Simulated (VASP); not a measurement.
# CdHg2Se3 (P3m1) in VASP: relaxation of cell and atoms with PBE

Aim: the relaxation of cell and atoms of CdHg2Se3 with PBE.

All numbers are computed with VASP 6.6.1; they aren't measurements. Logs are shortened: lines on timing, memory, paths and dates and some standing lists are left out, and cuts for length are marked.

## 1. The cell of the first run

Symmetry: P3m1, No. 156, trigonal system. The conventional cell has a = 4.414 Å, b = 4.414 Å, c = 10.794 Å, α = 90.00°, β = 90.00°, γ = 120.00°. Within 3.5 Å of Cd (site symmetry 3m) lie 4 Se at 2.69 Å. Within 3.6 Å of Hg (site symmetry 3m) lie 4 Se at 2.71 Å. Hg (site symmetry 3m) has 4 Se at 2.71 Å within 3.6 Å. Se (site symmetry 3m) has 1 Cd at 2.69 Å and 3 Hg at 2.71 Å within 3.5 Å. Within 3.6 Å of Se (site symmetry 3m) lie 4 Hg at 2.71 Å. Within 3.5 Å of Se (site symmetry 3m) lie 3 Cd at 2.69 Å and 1 Hg at 2.71 Å.

## 2. Relaxation of cell and atoms, PBE

File INCAR:

```
  ALGO = Fast
  EDIFF = 1E-6
  EDIFFG = -0.01
  ENCUT = 600
  GGA = PE
  IBRION = 2
  ISIF = 3
  ISMEAR = 0
  LASPH = T
  LCHARG = F
  LREAL = F
  LWAVE = F
  NELM = 60
  NSW = 100
  PREC = Accurate
  SIGMA = 0.1
```

File KPOINTS:

```
k-points
0
Gamma
  12 12 4
```

File POSCAR:

```
CdHg2Se3
1.0
    4.4141377000      0.0000000000      0.0000000000
   -2.2070689000      3.8227554000      0.0000000000
    0.0000000000      0.0000000000     10.7938969000
Cd Hg Se
1 2 3
Direct
    0.0000000000      0.0000000000      0.0009010000
    0.6666667000      0.3333333000      0.6675690000
    0.3333333000      0.6666667000      0.3322190000
    0.0000000000      0.0000000000      0.7516690000
    0.6666667000      0.3333333000      0.4168310000
    0.3333333000      0.6666667000      0.0808110000
```

Potentials or basis: VASP PAW PBE potentials, release 64 (Cd, Hg, Se).

Command:

```console
$ cat potpaw_PBE.64/Cd/POTCAR potpaw_PBE.64/Hg/POTCAR potpaw_PBE.64/Se/POTCAR > POTCAR
$ mpirun -np 1 vasp_std > vasp.out
```

OUTCAR:

```text
EDIFF = 1E-6
   EDIFFG = -0.01
   ENCUT = 600
   GGA = PE
   IBRION = 2
   ISIF = 3
   ISMEAR = 0
   LASPH = T
   LREAL = F
   NELM = 60
   NSW = 100
   PREC = Accurate

 ion  position               nearest neighbor table
   1  0.000  0.000  0.001-   4 2.69   6 2.69   6 2.69   6 2.69
   2  0.667  0.333  0.668-   4 2.71   4 2.71   4 2.71   5 2.71
   3  0.333  0.667  0.332-   5 2.71   5 2.71   5 2.71   6 2.71
   4  0.000  0.000  0.752-   1 2.69   2 2.71   2 2.71   2 2.71
   5  0.667  0.333  0.417-   2 2.71   3 2.71   3 2.71   3 2.71
   6  0.333  0.667  0.081-   1 2.69   1 2.69   1 2.69   3 2.71

  LATTYP: Found a hexagonal cell.
 ALAT       =     4.4141377000
 C/A-ratio  =     2.4453013552

  Lattice vectors:

 A1 = (   4.4141377000,   0.0000000000,   0.0000000000)
 A2 = (  -2.2070689000,   3.8227554000,   0.0000000000)
 A3 = (   0.0000000000,   0.0000000000,  10.7938969000)

Analysis of symmetry for initial positions (statically):
=====================================================================
 Subroutine PRICEL returns:
 Original cell was already a primitive cell.

 Routine SETGRP: Setting up the symmetry group for a
 hexagonal supercell.

 Subroutine GETGRP returns: Found  6 space group operations
 (whereof  6 operations were pure point group operations)
 out of a pool of 24 trial point group operations.

The static configuration has the point symmetry C_3v.

Analysis of symmetry for dynamics (positions and initial velocities):
=====================================================================
 Subroutine PRICEL returns:
 Original cell was already a primitive cell.

 Routine SETGRP: Setting up the symmetry group for a
 hexagonal supercell.

 Subroutine GETGRP returns: Found  6 space group operations
 (whereof  6 operations were pure point group operations)
 out of a pool of 24 trial point group operations.

The dynamic configuration has the point symmetry C_3v.

 Subroutine INISYM returns: Found  6 space group operations
 (whereof  6 operations are pure point group operations),
 and found     1 'primitive' translations

----------------------------------------------------------------------------------------

                                     Primitive cell

  volume of cell :     182.1380

  direct lattice vectors                    reciprocal lattice vectors
     4.414137700  0.000000000  0.000000000     0.226544813  0.130795711  0.000000000
    -2.207068900  3.822755400  0.000000000     0.000000000  0.261591416  0.000000000
     0.000000000  0.000000000 10.793896900     0.000000000  0.000000000  0.092644946

  length of vectors
     4.414137700  4.414137739 10.793896900     0.261591419  0.261591416  0.092644946

  position of ions in fractional coordinates (direct lattice)
     0.000000000  0.000000000  0.000901000
     0.666666700  0.333333300  0.667569000
     0.333333300  0.666666700  0.332219000
     0.000000000  0.000000000  0.751669000
     0.666666700  0.333333300  0.416831000
     0.333333300  0.666666700  0.080811000

  ion indices of the primitive-cell ions
   primitive index   ion index
                 1           1
                 2           2
                 3           3
                 4           4
                 5           5
                 6           6

----------------------------------------------------------------------------------------

 KPOINTS: k-points

Automatic generation of k-mesh.
 Grid dimensions read from file:
 generate k-points for:   12   12    4

 Generating k-lattice:

[... 72 lines left out ...]
   NELECT =      54.0000    total number of electrons
   NUPDOWN=      -1.0000    fix difference up-down
   EMIN   =  10.00;   EMAX   =-10.00  energy-range for DOS
   EFERMI =   0.00;   METHOD = LEGACY
   ISMEAR =     0;   SIGMA  =   0.10  broadening in eV -4-tet -1-fermi 0-gaus
   EFERMI_NEDOS =   21; number of points for ismear=-14 and -15
   IALGO  =     68    algorithm
   IMIX   =      4    mixing-type and parameters
     AMIX     =   0.40;   BMIX     =  1.00
     AMIX_MAG =   1.60;   BMIX_MAG =  1.00
  volume/ion in A,a.u.               =      30.36       204.85
  Fermi-wavevector in a.u.,A,eV,Ry     =   1.091623  2.062868 16.213246  1.191640
  Thomas-Fermi vector in A             =   2.227872
   LORBIT       =      0    0 simple, 1 ext, 2 COOP (PROOUT), +10 PAW based schemes
   GGA     = PE    functional components
   LHFCALC =     F    Hartree Fock is set to
   AEXX    =    0.0000 exact exchange contribution
   IVDW    =     0    specifies the selected vdW correction
   LEPSILON=     F    determine dielectric tensor
   LRPA    =     F    only Hartree local field effects (RPA)
 conjugate gradient relaxation of ions
 non-spin polarized calculation
 RMM-DIIS sequential band-by-band and
 Gauss-broadening in eV      SIGMA  =   0.10
  energy-cutoff  :      600.00
  volume of cell :      182.14
 maximum number of plane-waves:      6133
   NGX = 17   NGY = 17   NGZ = 43

--------------------------------------- Ionic step        1  -------------------------------------------

 number of electron      53.9999999 magnetization

 Free energy of the ion-electron system (eV)
  ---------------------------------------------------
  ext. energy  EPLUGINS =         0.00000000
  ---------------------------------------------------
  free energy    TOTEN  =       -13.66422583 eV

  energy without entropy =      -13.66372048  energy(sigma->0) =      -13.66397315

------------------------ aborting loop because EDIFF is reached ----------------------------------------

  FORCE on cell =-STRESS in cart. coord.  units (eV):
  Direction    XX          YY          ZZ          XY          YZ          ZX
  --------------------------------------------------------------------------------------
  -------------------------------------------------------------------------------------
  Total        0.2439519      0.2439519      0.2488478     -0.0000000      0.0000000     -0.0000000
  in kB        2.1459230      2.1459231      2.1889897     -0.0000000      0.0000000     -0.0000000
  external PRESSURE =       2.1602786 kB  Pullay stress =       0.0000000 kB

 VOLUME and BASIS-vectors are now :
 -----------------------------------------------------------------------------
  energy-cutoff  :      600.00
  volume of cell :      182.14
      direct lattice vectors                 reciprocal lattice vectors
     4.414137700  0.000000000  0.000000000     0.226544813  0.130795711  0.000000000
    -2.207068900  3.822755400  0.000000000     0.000000000  0.261591416  0.000000000
     0.000000000  0.000000000 10.793896900     0.000000000  0.000000000  0.092644946

 POSITION                                       TOTAL-FORCE (eV/Angst)
 -----------------------------------------------------------------------------------
      0.00000      0.00000      0.00973        -0.000000      0.000000      0.001963
      2.20707      1.27425      7.20567        -0.000000      0.000000      0.000267
     -0.00000      2.54850      3.58594         0.000000     -0.000000      0.000451
      0.00000      0.00000      8.11344        -0.000000      0.000000     -0.001014
      2.20707      1.27425      4.49923        -0.000000      0.000000     -0.001937
     -0.00000      2.54850      0.87227         0.000000      0.000000      0.000270
 -----------------------------------------------------------------------------------
    total drift:                                0.000001      0.000001      0.000567

  FREE ENERGIE OF THE ION-ELECTRON SYSTEM (eV)
  ---------------------------------------------------
  free  energy   TOTEN  =       -13.6642258339 eV

  energy  without entropy=      -13.6637204751  energy(sigma->0) =      -13.66397315

--------------------------------------- Ionic step        2  -------------------------------------------

 number of electron      53.9999997 magnetization

 Free energy of the ion-electron system (eV)
  ---------------------------------------------------
  ext. energy  EPLUGINS =         0.00000000
  ---------------------------------------------------
  free energy    TOTEN  =       -13.66477236 eV

  energy without entropy =      -13.66426547  energy(sigma->0) =      -13.66451891

 E-fermi :   0.8728     XC(G=0):  -8.6167

 val. band max:        0.8012683923   @ k =   0.0000   0.0000   0.0000
 cond. band min:       1.2251266050   @ k =   0.0000   0.0000   0.2500
 fundamental gap:      0.4238582127
 Fermi energy:         0.8728300272

 k-point     1 :       0.0000    0.0000    0.0000
  band No.  band energies     occupation
      1     -11.9173      2.00000
      2     -11.6718      2.00000
      3     -11.5694      2.00000
      4      -7.1974      2.00000
      5      -7.1974      2.00000
      6      -7.0461      2.00000
[... 829 lines left out ...]
     31       5.2548      0.00000
     32       6.0660      0.00000

 [... further k-points ...]

------------------------ aborting loop because EDIFF is reached ----------------------------------------

  FORCE on cell =-STRESS in cart. coord.  units (eV):
  Direction    XX          YY          ZZ          XY          YZ          ZX
  --------------------------------------------------------------------------------------
  -------------------------------------------------------------------------------------
  Total       -0.0254206     -0.0254206     -0.0230214      0.0000000     -0.0000000     -0.0000000
  in kB       -0.2222930     -0.2222930     -0.2013129      0.0000000     -0.0000000     -0.0000000
  external PRESSURE =      -0.2152997 kB  Pullay stress =       0.0000000 kB

 VOLUME and BASIS-vectors are now :
 -----------------------------------------------------------------------------
  energy-cutoff  :      600.00
  volume of cell :      183.22
      direct lattice vectors                 reciprocal lattice vectors
     4.422795948 -0.000000000 -0.000000000     0.226101320  0.130539660 -0.000000000
    -2.211398024  3.830253663  0.000000000     0.000000000  0.261079314 -0.000000000
    -0.000000000  0.000000000 10.815493829     0.000000000 -0.000000000  0.092459948

 POSITION                                       TOTAL-FORCE (eV/Angst)
 -----------------------------------------------------------------------------------
      4.42280     -0.00000      0.00984        -0.000000      0.000000      0.000407
      2.21140      1.27675      7.22010        -0.000000      0.000000     -0.000102
     -0.00000      2.55350      3.59313         0.000000     -0.000000      0.000824
      4.42280     -0.00000      8.12962        -0.000000      0.000000     -0.000547
      2.21140      1.27675      4.50814         0.000000     -0.000000     -0.001489
     -0.00000      2.55350      0.87402        -0.000000      0.000000      0.000907
 -----------------------------------------------------------------------------------
    total drift:                                0.000001      0.000001      0.000627

  FREE ENERGIE OF THE ION-ELECTRON SYSTEM (eV)
  ---------------------------------------------------
  free  energy   TOTEN  =       -13.6647723570 eV

  energy  without entropy=      -13.6642654690  energy(sigma->0) =      -13.66451891

 reached required accuracy - stopping structural energy minimisation
```

Wall time 15 min (1 thread of Oxide Virtual Turin-like, shared host); peak memory 0.65 GiB.

What came out:

| Property | Result |
| --- | --- |
| Free energy | -13.6648 eV |
| Relaxed volume | 30.54 Å³/atom |
| Relaxed cell | a = 4.423 Å, b = 4.423 Å, c = 10.815 Å, α = 90.00°, β = 90.00°, γ = 120.00° |
| Space group after relaxing (to 0.1 Å) | P3m1 (No. 156) |
| Energy gained by relaxing | 0.1 meV/atom |
| Ionic steps | 2 |
| Pressure after relaxing | 0.0 GPa |
| Band gap on the k mesh | zero (filled and empty bands touch) |

Step by step:
```tsv
step	energy change (eV)	largest force (eV/Å)	pressure (GPa)	volume (Å³)
1	0.0000	0.0020	0.22	182.14
2	-0.0005	0.0015	-0.02	183.22
```

Final structure:
```
Cd Hg Se
1.0
     4.42280    0.00000    0.00000
    -2.21140    3.83025    0.00000
     0.00000    0.00000   10.81549
Cd Hg Se
1 2 3
Direct
  0.00000 0.00000 0.00091
  0.66667 0.33333 0.66757
  0.33333 0.66667 0.33222
  0.00000 0.00000 0.75166
  0.66667 0.33333 0.41682
  0.33333 0.66667 0.08081
```

Levels at points of the mesh, in eV from the Fermi level:
```csv
k point,band 23,band 24,band 25,band 26,band 27,band 28,band 29,band 30,band 31,band 32
"(0.00, 0.00, 0.00)",-0.69,-0.59,-0.59,-0.10,-0.07,-0.07,1.16,1.67,5.58,5.59
"(0.50, 0.00, 0.00)",-1.96,-1.73,-1.58,-1.24,-1.09,2.13,2.37,3.07,3.16,5.28
"(0.00, 0.00, 0.50)",-0.93,-0.40,-0.40,-0.19,-0.19,0.75,0.95,1.61,5.17,5.28
"(0.50, 0.00, 0.50)",-2.11,-1.78,-1.65,-0.86,-0.86,1.32,2.81,3.15,3.92,3.99
```

Caveat: semilocal functionals underestimate gaps, so a narrow gap can read as zero; spin-orbit coupling is left out, which moves the levels of the heavy elements.
